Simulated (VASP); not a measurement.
Here is a VASP 6.6.1 calculation.

The input POSCAR:

```
ZnSe
1.0
    0.0000000000      2.8324253885      2.8324253885
    2.8324253885      0.0000000000      2.8324253885
    2.8324253885      2.8324253885      0.0000000000
Zn Se
1 1
Direct
    0.0000000000      0.0000000000      0.0000000000
    0.7500000000      0.7500000000      0.7500000000
```

The input INCAR.step1:

```
ALGO = Normal
EDIFF = 1E-4
ENCUT = 520
GGA = PE
ISMEAR = 0
LASPH = T
LCHARG = F
LREAL = F
LWAVE = T
NBANDS = 16
NELM = 60
PREC = Accurate
SIGMA = 0.01
```

File INCAR.step2:

```
ALGO = Normal
EDIFF = 1E-6
ENCUT = 520
ISIF = 2
ISMEAR = 0
ISTART = 1
LASPH = T
LCHARG = F
LMIXTAU = T
LREAL = F
LWAVE = F
METAGGA = R2SCAN
NBANDS = 16
NELM = 60
PREC = Accurate
SIGMA = 0.01
```

KPOINTS

```
k-points
0
Gamma
  6 6 6
```

Potentials or basis: VASP PAW PBE potentials, release 64 (Zn, Se).

Launch:

```console
$ cat potpaw_PBE.64/Zn/POTCAR potpaw_PBE.64/Se/POTCAR > POTCAR
$ cp INCAR.step1 INCAR
$ mpirun -np 1 vasp_std > vasp.out
$ cp INCAR.step2 INCAR
$ mpirun -np 1 vasp_std > vasp.out
```

(1) Predict the band gap on the k mesh.

(2) Predict the pressure.

Answers

(1) 1.87 eV, direct.

(2) 0.1 GPa.

Caveat: the PAW data sets were made with another functional, which shifts forces and pressure a little.
